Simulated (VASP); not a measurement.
Runs of VASP 6.6.1 on Pb. The structure is that of space group Fm-3m (No. 225), or close to it. The cells are those of the table. 

```csv
level,potentials or basis,cell,k mesh,gap on the mesh (eV),pressure (GPa)
LDA,"VASP PAW LDA potentials, release 64 (Pb_d)","a = 3.476, b = 3.523, c = 3.499 Å, angles 59.6, 59.6, 60.1°, 1 atom",5 × 5 × 5,none,-2.2
RPBE,"VASP PAW PBE potentials, release 64 (Pb_d)","a = 3.476, b = 3.523, c = 3.499 Å, angles 59.6, 59.6, 60.1°, 1 atom",5 × 5 × 5,none,(a)
PBE,"VASP PAW PBE potentials, release 64 (Pb_d)","a = 3.459, b = 3.505, c = 3.499 Å, angles 59.5, 59.4, 60.4°, 1 atom",8 × 8 × 8,none,(b)
PBE,"VASP PAW PBE potentials, release 64 (Pb_d)","a = 3.453, b = 3.499, c = 3.476 Å, angles 59.6, 59.6, 60.1°, 1 atom",9 × 9 × 9,none,3.7
PBE,"VASP PAW PBE potentials, release 64 (Pb_d)","a = 3.522, b = 3.569, c = 3.545 Å, angles 59.6, 59.6, 60.1°, 1 atom",9 × 9 × 9,none,0.7
```

Alike in all rows: task single point; no spin polarisation; cutoff (eV) 520; smearing fermi-dirac 0.05 eV.

Task: Fill in the values left out.

Result: (a) 3.8; (b) 3.4.

Caveats: some runs use coarse meshes; spin-orbit coupling is left out, which moves the levels of the heavy elements; the PAW data sets were made with another functional, which shifts forces and pressure a little (some runs).

A k mesh can miss the band edges, and the runs leave out spin-orbit coupling on Pb.

A gap of «none» marks levels without a gap at the run's occupations.
